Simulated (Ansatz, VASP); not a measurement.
AlNi in VASP and in Ansatz

```xyz
2
Lattice="2.0213 -2.0213 0.0000 2.0213 2.0213 0.0000 0.0000 0.0000 2.8694" Properties=species:S:1:pos:R:3 pbc="T T T"
Al    0.0000    0.0000    0.1875
Ni    2.0213    0.0000    1.4347
```

Change from the starting cell: all Al atoms moved +0.188 Å, as atom 1 along Cartesian [0 0 1].

Alike in both runs: task single point; functional PBEsol; k mesh 20 × 20 × 20; occupations gaussian, width 0.15 eV; no spin polarisation.

```csv
,VASP,Ansatz
version,VASP 6.6.1,Ansatz 0.2.0
potentials or method,"VASP PAW PBE potentials, release 64 (Al, Ni), cutoff 520 eV","scalar-relativistic, plane waves, PAW"
valence electrons in the cell,13,21
```

VASP gave:

- gap on the k mesh at the Fermi level (eV): none
- pressure (GPa): 2.7
- traceless stress, the component that is largest in VASP (GPa): -1.51
- rms of the force components (eV/Å): 0.677

Q: Estimate Ansatz's values.

A: gap on the k mesh at the Fermi level (eV): none; pressure (GPa): 2.5; traceless stress, the component that is largest in VASP (GPa): -1.49; rms of the force components (eV/Å): 0.673.

VASP's potentials were made for PBE, not for PBEsol. Atom by atom the forces differ by 0.004 eV/Å (rms over components). A gap of «none» marks a metal or a gap that the smearing closes. VASP's potentials hold 13 valence electrons a cell and Ansatz's 21, so a difference there can come from the potentials and not from the codes. Ansatz's warnings: near symmetry operations not taken.
